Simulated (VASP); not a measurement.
Zr2N, 6 atoms in the cell. The structure is tetragonal, space group P4_2/mnm (No. 136). Conventional cell: a = 5.415 Å, b = 5.415 Å, c = 3.301 Å, α = 90.00°, β = 90.00°, γ = 90.00°. Within 3.0 Å of Zr (site symmetry m2m) lie 3 N at 2.27 Å. N (site symmetry mmm) has 6 Zr at 2.27 Å within 3.0 Å. 

| Item | Value |
| --- | --- |
| Program | VASP 6.6.1 |
| Task | single point |
| Functional | r2SCAN |
| Potentials or basis | VASP PAW PBE potentials, release 64 (Zr_sv, N) |
| Cutoff | 520 eV |
| k mesh | 4 × 4 × 6 |
| Occupations | gaussian, width 0.1 eV |
| Spin | no spin polarisation |
| Dipole correction | no |
| Further INCAR settings | ALGO = Normal; EDIFF = 1e-06; NBANDS = 38 |

Potentials or basis: VASP PAW PBE potentials, release 64 (Zr_sv, N).

Launch:

```sh
$ cat potpaw_PBE.64/Zr_sv/POTCAR potpaw_PBE.64/N/POTCAR > POTCAR
$ cp INCAR.step1 INCAR
$ mpirun -np 1 vasp_std > vasp.out
$ cp INCAR.step2 INCAR
$ mpirun -np 1 vasp_std > vasp.out
```

Hardware: 1 thread of AMD EPYC 9R45 96-Core Processor (Zen 5), with other jobs on the host.

How long does it take, and how much memory?

It took 3.2 min on 1 thread of AMD EPYC 9R45 96-Core Processor (Zen 5), with other jobs on the host, peak memory 0.21 GiB. Counts: k points 24.
